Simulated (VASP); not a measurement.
Write the native input for VASP 6.6.1 that does the following.

```yaml
Task: single point
Functional: PBE
Potentials_or_basis: VASP PAW PBE potentials, release 64 (Sc_sv, C, H)
Cutoff: 520 eV
k_mesh: 3 × 3 × 1
Occupations: gaussian, width 0.05 eV
Spin: no spin polarisation
Dipole_correction: no
Further_INCAR_settings: LREAL = Auto; ALGO = Normal; EDIFF = 1e-06; NBANDS = 84
```

The structure of Sc12H3C lies in POSCAR:

```
Sc12H3C
1.0
    6.6200000000      0.0000000000      0.0000000000
    3.3100000000      5.7330880000      0.0000000000
    0.0000000000      0.0000000000     17.2761400000
Sc C H
12 1 3
Direct
    0.0000000000      0.0000000000      0.0578833000
    0.5000000000      0.0000000000      0.0578833000
    0.0000000000      0.5000000000      0.0578833000
    0.5000000000      0.5000000000      0.0578833000
   -0.1672962408      0.3345820448      0.2039428333
    0.3333381809      0.3333253767      0.2019343158
   -0.1672751479      0.8326825652      0.2039413898
    0.3345948791      0.8327088610      0.2039329618
    0.0000294701     -0.0000198300      0.3439209713
    0.4937141141      0.0127226308      0.3529281867
    0.0127812427      0.4935245007      0.3529431586
    0.4935496350      0.4937067057      0.3529283222
    0.3334330893      0.3332815411      0.4530732370
    0.1586982905      0.4186443163      0.4814845079
    0.4228957049      0.1584752553      0.4814376672
    0.4188641330      0.4226745497      0.4814260805
```

The input as run:

INCAR

```
SYSTEM = Sc12H3C
ALGO = Normal
EDIFF = 1E-6
ENCUT = 520
GGA = PE
ISIF = 2
ISMEAR = 0
LASPH = .True.
LCHARG = .True.
LELF = .True.
LREAL = Auto
LVHAR = .True.
LWAVE = .False.
NBANDS = 84
NELM = 80
PREC = Accurate
SIGMA = 0.05
```

KPOINTS

```
k-points
0
Gamma
  3 3 1
  0 0 0
```

Potentials or basis: VASP PAW PBE potentials, release 64 (Sc_sv, C, H).

Command:

```console
$ cat potpaw_PBE.64/Sc_sv/POTCAR potpaw_PBE.64/C/POTCAR potpaw_PBE.64/H/POTCAR > POTCAR
$ mpirun -np 1 vasp_std > vasp.out
```

Results of the run:

```yaml
Largest_force: 0.088 eV/Å
Band_gap_on_the_k_mesh: zero (an odd number of electrons rules out a gap without spin polarisation)
```

Caveat: the k points lie up to 0.37 Å⁻¹ apart, too coarse for converged energies and pressures of a metal.

It took 18 min on 1 thread of Intel(R) Xeon(R) Platinum 8259CL CPU @ 2.50GHz (Skylake/Cascade Lake) (shared host), peak memory 0.74 GiB.
